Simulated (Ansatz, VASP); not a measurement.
## SrCl2: VASP beside Ansatz

File INCAR:

```
SYSTEM = SrCl2
ALGO = Normal ; EDIFF = 1E-7
ENCUT = 520 ; GGA = PS
ISIF = 2 ; ISMEAR = 0
LASPH = .True. ; LCHARG = .True.
LELF = .True. ; LREAL = .False.
LVHAR = .True. ; LWAVE = .False.
NBANDS = 19 ; NELM = 80
PREC = Accurate ; SIGMA = 0.05
```

KPOINTS

```
k-points
0
Gamma
  8 8 6
  0 0 0
```

The input POSCAR:

```
SrCl2
1.0
    4.3804084604      0.0000000000      0.0000000000
   -2.1902042302      3.7935450056      0.0000000000
    0.0000000000      0.0000000000      6.0784661408
Sr Cl
1 2
Direct
    0.0000000000      0.0000000000      0.0000000000
    0.3333333333      0.6666666667      0.2304498888
    0.6666666667      0.3333333333      0.7728404150
```

Input for Ansatz:

```yaml
crystal:
  lattice:
    - [4.3804084604, 0.0, 0.0]
    - [-2.1902042302, 3.7935450056, 0.0]
    - [0.0, 0.0, 6.0784661408]
  atoms:
    - { symbol: Sr, position: [0.0, 0.0, 0.0] }
    - { symbol: Cl, position: [0.3333333333, 0.6666666667, 0.2304498888] }
    - { symbol: Cl, position: [0.6666666667, 0.3333333333, 0.772840415] }
basis:
  ecutwfc: 420
  ecutrho_ratio: 4
kpoints:
  mp_grid: { grid: [8, 8, 6] }
hamiltonian:
  xc: pbesol
scf:
  occupations: { method: gaussian, width: 0.05 }
output:
  forces: true
  stress: true
  eigenvalues: true
```

Alike in both runs: task single point; functional PBEsol; k mesh 8 × 8 × 6; occupations gaussian, width 0.05 eV; no spin polarisation.

```csv
,VASP,Ansatz
version,VASP 6.6.1,Ansatz 0.2.0
potentials or method,"VASP PAW PBE potentials, release 64 (Sr_sv, Cl), cutoff 520 eV","scalar-relativistic, plane waves, PAW"
valence electrons in the cell,24,24
```

|  | VASP | Ansatz | Ansatz less VASP |
| --- | --- | --- | --- |
| gap on the k mesh at the Fermi level (eV) | 5.24 | 5.25 | +0.009 |
| least direct gap on the mesh (eV) | 5.24 | 5.25 | +0.009 |
| pressure (GPa) | 0.0 | -0.2 | -0.12 |
| rms of the force components (eV/Å) | 0.019 | 0.025 | +0.0063 |

VASP's potentials were made for PBE, not for PBEsol. Atom by atom the forces differ by 0.013 eV/Å (rms over components). With one functional, cell and mesh, what is left measures potentials, basis and numerics.
